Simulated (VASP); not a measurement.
The system is Be3CdS2.

```xyz
6
Lattice="5.2170 0.0000 0.0000 -2.6085 4.5180 0.0000 0.0000 0.0000 3.6642" Properties=species:S:1:pos:R:3 pbc="T T T"
Be    1.3042    2.2590    1.6838
Be    2.6085    0.0000    1.6838
Be   -1.3042    2.2590    1.6838
Cd    0.0000    0.0000    3.2568
S     2.6085    1.5060    3.5292
S     0.0000    3.0120    3.5292
```

The cell was generated, and may not be a known phase.

```yaml
Program: VASP 6.6.1
Task: relaxation of cell and atoms
Functional: PBE
Potentials_or_basis: VASP PAW PBE potentials, release 64 (Be, Cd, S)
Cutoff: 600 eV
k_mesh: 6 × 6 × 6
Occupations: gaussian, width 0.1 eV
Spin: no spin polarisation
```

At the start: pressure -0.7 GPa; volume 14.39 Å³/atom.

**Question.** How do energy, volume and symmetry change on relaxing?

**Answer.** Over 32 steps the energy falls by 362.9 meV/atom and the volume is 14.26 Å³/atom (-0.9 %); space group P6mm (No. 183, to 0.1 Å) before, P6/mmm (No. 191, to 0.1 Å).

The path:
```tsv
step	energy change (eV)	largest force (eV/Å)	pressure (GPa)	volume (Å³)
1	0.0000	0.6102	-0.73	86.37
2	-0.7860	0.5484	-0.23	85.30
3	-0.6050	0.3239	13.06	78.90
4	-1.4154	0.4987	2.52	83.03
5	-1.4251	0.5002	3.36	82.54
6	-1.4786	0.5191	-0.64	87.02
7	-1.4787	0.5186	-0.53	86.89
8	-1.5075	0.5808	-0.73	87.04
9	-1.6020	0.7282	-1.28	87.50
10	-1.8073	0.8317	-2.01	88.37
11	-2.0272	0.1956	-2.77	89.94
12	-2.0319	0.3699	-2.66	89.57
13	-2.0543	0.3001	-2.26	89.14
14	-2.0949	0.0833	-0.98	87.84
15	-2.0515	0.4134	2.01	85.30
16	-2.1000	0.0705	-0.32	87.23
17	-2.1113	0.0819	-0.28	87.18
18	-2.1334	0.1123	-0.12	87.03
19	-2.1310	0.1692	0.13	86.65
20	-2.1396	0.1439	-0.03	86.87
21	-2.1396	0.1458	-0.03	86.86
22	-2.1429	0.1303	-0.15	86.83
23	-2.1515	0.1198	-0.45	86.72
24	-2.1618	0.1561	-0.75	86.51
25	-2.1483	0.2216	-0.25	86.09
26	-2.1630	0.1699	-0.76	86.43
27	-2.1674	0.1653	-0.13	85.61
28	-2.1682	0.1627	0.29	85.11
29	-2.1708	0.1448	0.22	85.15
30	-2.1736	0.0981	0.05	85.24
31	-2.1762	0.0601	-0.03	85.36
32	-2.1777	0.0104	-0.16	85.56
```

Final structure:
```yaml
crystal:
  lattice:
    - [5.59834, 0.00000, 0.00000]
    - [-2.79917, 4.84831, 0.00000]
    - [0.00000, 0.00000, 3.15239]
  atoms:
    - { symbol: Be, position: [0.50000, 0.50000, 0.53105] }
    - { symbol: Be, position: [0.50000, 0.00000, 0.53105] }
    - { symbol: Be, position: [0.00000, 0.50000, 0.53105] }
    - { symbol: Cd, position: [0.00000, 0.00000, 0.53372] }
    - { symbol: S, position: [0.66667, 0.33333, 0.03339] }
    - { symbol: S, position: [0.33333, 0.66667, 0.03339] }
```

Caveat: the highest band is partly filled, so the run has too few bands.
